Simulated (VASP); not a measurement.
# B5P (R-3m) in VASP: single point with PBE

Aim: the single point of B5P with PBE.

Everything below comes from runs of VASP 6.6.1. Logs are shortened: lines on timing, memory, paths and dates and some standing lists are left out, and cuts for length are marked.

## (1) The cell of the first run

It takes space group R-3m (No. 166, trigonal). Conventional cell: a = 3.497 Å, b = 3.497 Å, c = 14.873 Å, α = 90.00°, β = 90.00°, γ = 120.00°. B (site symmetry 3m) has 3 B at 1.75 Å and 3 P at 2.28 Å within 2.3 Å. Within 2.3 Å of B (site symmetry 2/m) lie 6 B at 1.75 Å. P (site symmetry -3m) has 12 B at 2.28 to 2.68 Å within 3.0 Å.

## (2) Single point, PBE

File INCAR:

```
ALGO = Normal
EDIFF = 1E-6
ENCUT = 500
GGA = PE
GGA_COMPAT = F
ISIF = 2
ISMEAR = 0
LASPH = T
LCHARG = F
LREAL = F
LWAVE = F
NBANDS = 19
NELM = 120
PREC = Accurate
SIGMA = 0.2
```

File KPOINTS:

```
k-points
0
Gamma
  5 5 5
```

File POSCAR:

```
B5P
1.0
    1.7485531025      1.0095276044      4.9578121819
   -1.7485531025      1.0095276044      4.9578121819
    0.0000000000     -2.0190552089      4.9578121819
B P
5 1
Direct
    0.2376236903      0.2376236903      0.2376236903
    0.7623763097      0.7623763097      0.7623763097
    0.5000000000      0.5000000000      0.0000000000
    0.0000000000      0.5000000000      0.5000000000
    0.5000000000      0.0000000000      0.5000000000
    0.5000000000      0.5000000000      0.5000000000
```

Potentials or basis: VASP PAW PBE potentials, release 64 (B, P).

The run is started by

```bash
cat potpaw_PBE.64/B/POTCAR potpaw_PBE.64/P/POTCAR > POTCAR
mpirun -np 1 vasp_std > vasp.out
```

OUTCAR:

```text
EDIFF = 1E-6
   ENCUT = 500
   GGA = PE
   ISIF = 2
   ISMEAR = 0
   LASPH = T
   LREAL = F
   NELM = 120
   PREC = Accurate

 ion  position               nearest neighbor table
   1  0.238  0.238  0.238-   3 1.75   4 1.75   5 1.75   6 2.28   6 2.28   6 2.28
   2  0.762  0.762  0.762-   3 1.75   4 1.75   5 1.75   6 2.28   6 2.28   6 2.28
   3  0.500  0.500  0.000-   1 1.75   2 1.75   4 1.75   5 1.75   5 1.75   4 1.75
   4  0.000  0.500  0.500-   1 1.75   2 1.75   5 1.75   5 1.75   3 1.75   3 1.75
   5  0.500  0.000  0.500-   1 1.75   2 1.75   4 1.75   4 1.75   3 1.75   3 1.75
   6  0.500  0.500  0.500-   1 2.28   1 2.28   2 2.28   2 2.28   1 2.28   2 2.28

  LATTYP: Found a trigonal (rhomboedric) cell.
 ALAT       =     5.3531752790
 COS(alpha) =     0.7866145906

  Lattice vectors:

 A1 = (   1.7485531025,   1.0095276044,   4.9578121819)
 A2 = (  -1.7485531025,   1.0095276044,   4.9578121819)
 A3 = (   0.0000000000,  -2.0190552089,   4.9578121819)

Analysis of symmetry for initial positions (statically):
=====================================================================
 Subroutine PRICEL returns:
 Original cell was already a primitive cell.

 Routine SETGRP: Setting up the symmetry group for a
 trigonal (rhombohedral) supercell.

 Subroutine GETGRP returns: Found 12 space group operations
 (whereof 12 operations were pure point group operations)
 out of a pool of 12 trial point group operations.

The static configuration has the point symmetry D_3d.

Analysis of symmetry for dynamics (positions and initial velocities):
=====================================================================
 Subroutine PRICEL returns:
 Original cell was already a primitive cell.

 Routine SETGRP: Setting up the symmetry group for a
 trigonal (rhombohedral) supercell.

 Subroutine GETGRP returns: Found 12 space group operations
 (whereof 12 operations were pure point group operations)
 out of a pool of 12 trial point group operations.

The dynamic configuration has the point symmetry D_3d.

 Subroutine INISYM returns: Found 12 space group operations
 (whereof 12 operations are pure point group operations),
 and found     1 'primitive' translations

----------------------------------------------------------------------------------------

                                     Primitive cell

  volume of cell :      52.5096

  direct lattice vectors                    reciprocal lattice vectors
     1.748553103  1.009527604  4.957812182     0.285950709  0.165093719  0.067233957
    -1.748553103  1.009527604  4.957812182    -0.285950709  0.165093719  0.067233957
     0.000000000 -2.019055209  4.957812182     0.000000000 -0.330187438  0.067233957

  length of vectors
     5.353175279  5.353175279  5.353175279     0.336963127  0.336963127  0.336963127

  position of ions in fractional coordinates (direct lattice)
     0.237623690  0.237623690  0.237623690
     0.762376310  0.762376310  0.762376310
     0.500000000  0.500000000  0.000000000
     0.000000000  0.500000000  0.500000000
     0.500000000  0.000000000  0.500000000
     0.500000000  0.500000000  0.500000000

  ion indices of the primitive-cell ions
   primitive index   ion index
                 1           1
                 2           2
                 3           3
                 4           4
                 5           5
                 6           6

----------------------------------------------------------------------------------------

 KPOINTS: k-points

Automatic generation of k-mesh.
 Grid dimensions read from file:
 generate k-points for:    5    5    5

 Generating k-lattice:

  Cartesian coordinates                     Fractional coordinates (reciprocal lattice)
     0.057190142  0.033018744  0.013446791     0.200000000  0.000000000 -0.000000000
    -0.057190142  0.033018744  0.013446791     0.000000000  0.200000000 -0.000000000
     0.000000000 -0.066037488  0.013446791     0.000000000  0.000000000  0.200000000

  Length of vectors
     0.067392625  0.067392625  0.067392625

  Shift w.r.t. Gamma in fractional coordinates (k-lattice)
     0.000000000  0.000000000  0.000000000

 Subroutine IBZKPT returns following result:
 ===========================================

 Found     19 irreducible k-points:

 Following reciprocal coordinates:
            Coordinates               Weight
  0.000000  0.000000  0.000000      1.000000
  0.200000  0.000000  0.000000      6.000000
  0.400000  0.000000 -0.000000      6.000000
  0.200000  0.200000  0.000000      6.000000
  0.400000  0.200000 -0.000000     12.000000
 -0.400000  0.200000  0.000000     12.000000
[... 11 lines left out ...]
  0.400000  0.400000  0.400000      2.000000
 -0.400000  0.400000  0.400000      6.000000
   k-points           NKPTS =     19   k-points in BZ     NKDIM =     19   number of bands    NBANDS=     19
   number of dos      NEDOS =    301   number of ions     NIONS =      6
   total plane-waves  NPLWV =  64000
   dimension x,y,z NGX =    40 NGY =   40 NGZ =   40
   dimension x,y,z NGXF=    80 NGYF=   80 NGZF=   80
   ions per type =               5   1
   NGX,Y,Z   is equivalent  to a cutoff of  12.42, 12.42, 12.42 a.u.
   NGXF,Y,Z  is equivalent  to a cutoff of  24.84, 24.84, 24.84 a.u.
 SYSTEM =  unknown system
   PREC   = accura    normal or accurate (medium, high low for compatibility)
   ISTART =      0    job   : 0-new  1-cont  2-samecut
   ICHARG =      2    charge: 1-file 2-atom 10-const
   ISPIN  =      1    spin polarized calculation?
   LNONCOLLINEAR =      F non collinear calculations
   LSORBIT =      F    spin-orbit coupling
   LASPH  =      T    aspherical Exc in radial PAW
   ENCUT  =  500.0 eV  36.75 Ry    6.06 a.u.   9.76  9.76  9.76*2*pi/ulx,y,z
   NELM   =    120;   NELMIN=  2; NELMDL= -5     # of ELM steps
   EDIFF  = 0.1E-05   stopping-criterion for ELM
   LREAL  =      F    real-space projection
   EDIFFG = 0.1E-04   stopping-criterion for IOM
   NSW    =      0    number of steps for IOM
   IBRION =     -1    ionic relax: 0-MD 1-quasi-New 2-CG
   NFREE  =      0    steps in history (QN), initial steepest desc. (CG)
   ISIF   =      2    stress and relaxation
   ISYM   =      2    0-nonsym 1-usesym 2-fastsym
   POTIM  = 0.5000    time-step for ionic-motion
   TEBEG  =    0.0;   TEEND  =   0.0 temperature during run
   PSTRESS=    0.0 pullay stress
   NELECT =      20.0000    total number of electrons
   NUPDOWN=      -1.0000    fix difference up-down
   EMIN   =  10.00;   EMAX   =-10.00  energy-range for DOS
   EFERMI =   0.00;   METHOD = LEGACY
   ISMEAR =     0;   SIGMA  =   0.20  broadening in eV -4-tet -1-fermi 0-gaus
   EFERMI_NEDOS =   21; number of points for ismear=-14 and -15
   IALGO  =     38    algorithm
   IMIX   =      4    mixing-type and parameters
     AMIX     =   0.40;   BMIX     =  1.00
     AMIX_MAG =   1.60;   BMIX_MAG =  1.00
  volume/ion in A,a.u.               =       8.75        59.06
  Fermi-wavevector in a.u.,A,eV,Ry     =   1.186694  2.242526 19.160302  1.408242
  Thomas-Fermi vector in A             =   2.322861
   LORBIT       =      0    0 simple, 1 ext, 2 COOP (PROOUT), +10 PAW based schemes
   GGA     = PE    functional components
   LHFCALC =     F    Hartree Fock is set to
   AEXX    =    0.0000 exact exchange contribution
   IVDW    =     0    specifies the selected vdW correction
   LEPSILON=     F    determine dielectric tensor
   LRPA    =     F    only Hartree local field effects (RPA)
 non-spin polarized calculation
 Gauss-broadening in eV      SIGMA  =   0.20
  energy-cutoff  :      500.00
  volume of cell :       52.51
 maximum number of plane-waves:      1357
   NGX = 19   NGY = 19   NGZ = 19

 number of electron      20.0000000 magnetization

 Free energy of the ion-electron system (eV)
  ---------------------------------------------------
  ext. energy  EPLUGINS =         0.00000000
  ---------------------------------------------------
  free energy    TOTEN  =       -33.76195228 eV

  energy without entropy =      -33.72366443  energy(sigma->0) =      -33.74280835

 E-fermi :   6.8198     XC(G=0): -11.4133

 val. band max:        6.7609450714   @ k =   0.4000   0.2000   0.2000
 cond. band min:       6.8793614990   @ k =   0.4000   0.0000  -0.0000
 fundamental gap:      0.1184164276
 Fermi energy:         6.8198251264

 k-point     1 :       0.0000    0.0000    0.0000
  band No.  band energies     occupation
      1      -9.1679      2.00000
      2      -4.6475      2.00000
      3      -4.1926      2.00000
      4      -1.1650      2.00000
      5       3.9762      2.00000
      6       3.9762      2.00000
[... 11 lines left out ...]
     18      12.1143      0.00000
     19      16.0042      0.00000

 k-point     2 :       0.2000    0.0000    0.0000
  band No.  band energies     occupation
      1      -8.6875      2.00000
      2      -4.5644      2.00000
      3      -3.8440      2.00000
      4      -1.4622      2.00000
      5       1.9677      2.00000
      6       2.5961      2.00000
[... 11 lines left out ...]
     18      13.7342      0.00000
     19      16.3050      0.00000

 k-point     3 :       0.4000    0.0000   -0.0000
  band No.  band energies     occupation
      1      -7.4036      2.00000
      2      -4.9719      2.00000
      3      -3.7250      2.00000
      4      -1.2350      2.00000
      5      -0.2483      2.00000
      6       1.8578      2.00000
[... 11 lines left out ...]
     18      15.3204      0.00000
     19      17.1479      0.00000

 k-point     4 :       0.2000    0.2000    0.0000
  band No.  band energies     occupation
      1      -8.6293      2.00000
      2      -5.0137      2.00000
      3      -3.6193      2.00000
      4      -1.0778      2.00000
      5       1.8235      2.00000
      6       2.6852      2.00000
[... 297 lines left out ...]
     18      16.3952      0.00000
     19      17.6045      0.00000

 k-point    18 :       0.4000    0.4000    0.4000
  band No.  band energies     occupation
      1      -8.5587      2.00000
      2      -7.0327      2.00000
      3      -2.8541      2.00000
      4       1.2890      2.00000
      5       3.8511      2.00000
      6       3.8511      2.00000
[... 11 lines left out ...]
     18      13.4121      0.00000
     19      14.7299      0.00000

 k-point    19 :      -0.4000    0.4000    0.4000
  band No.  band energies     occupation
      1      -8.0254      2.00000
      2      -6.7065      2.00000
      3      -3.3844      2.00000
      4       1.3871      2.00000
      5       2.3704      2.00000
      6       2.4569      2.00000
[... 11 lines left out ...]
     18      14.3661      0.00000
     19      15.8731      0.00000

------------------------ aborting loop because EDIFF is reached ----------------------------------------

  FORCE on cell =-STRESS in cart. coord.  units (eV):
  Direction    XX          YY          ZZ          XY          YZ          ZX
  --------------------------------------------------------------------------------------
  -------------------------------------------------------------------------------------
  Total       -0.2121066     -0.2121066      0.1614920     -0.0000000     -0.0000000     -0.0000000
  in kB       -6.4718211     -6.4718211      4.9274617     -0.0000000     -0.0000000     -0.0000000
  external PRESSURE =      -2.6720601 kB  Pullay stress =       0.0000000 kB

 VOLUME and BASIS-vectors are now :
 -----------------------------------------------------------------------------
  energy-cutoff  :      500.00
  volume of cell :       52.51
      direct lattice vectors                 reciprocal lattice vectors
     1.748553103  1.009527604  4.957812182     0.285950709  0.165093719  0.067233957
    -1.748553103  1.009527604  4.957812182    -0.285950709  0.165093719  0.067233957
     0.000000000 -2.019055209  4.957812182     0.000000000 -0.330187438  0.067233957

 POSITION                                       TOTAL-FORCE (eV/Angst)
 -----------------------------------------------------------------------------------
      0.00000     -0.00000      3.53428        -0.000000      0.000000     -0.032623
      0.00000     -0.00000     11.33916        -0.000000     -0.000000      0.032623
      0.00000      1.00953      4.95781        -0.000000      0.000000      0.000000
     -0.87428     -0.50476      4.95781        -0.000000      0.000000      0.000000
      0.87428     -0.50476      4.95781        -0.000000      0.000000     -0.000000
      0.00000     -0.00000      7.43672         0.000000      0.000000      0.000000
 -----------------------------------------------------------------------------------
    total drift:                                0.000000      0.000000     -0.000000

  FREE ENERGIE OF THE ION-ELECTRON SYSTEM (eV)
  ---------------------------------------------------
  free  energy   TOTEN  =       -33.7619522761 eV

  energy  without entropy=      -33.7236644310  energy(sigma->0) =      -33.74280835
```

Run time: 79 s. Hardware: 1 thread of Intel Xeon 8259CL, shared host; peak memory 0.22 GiB.

What came out:

```yaml
Free_energy: -33.7620 eV
Pressure: -0.3 GPa
Largest_force: 0.033 eV/Å
Band_gap_on_the_k_mesh: zero (band 10 reaches 7.51 eV, above the bottom of band 11 at 6.07 eV)
```

Forces on the atoms (eV/Å):
```
B    0.000  0.000 -0.033
B    0.000  0.000  0.033
B    0.000  0.000  0.000
B    0.000  0.000  0.000
B    0.000  0.000  0.000
P    0.000  0.000  0.000
```

Caveat: the k points lie up to 0.42 Å⁻¹ apart.
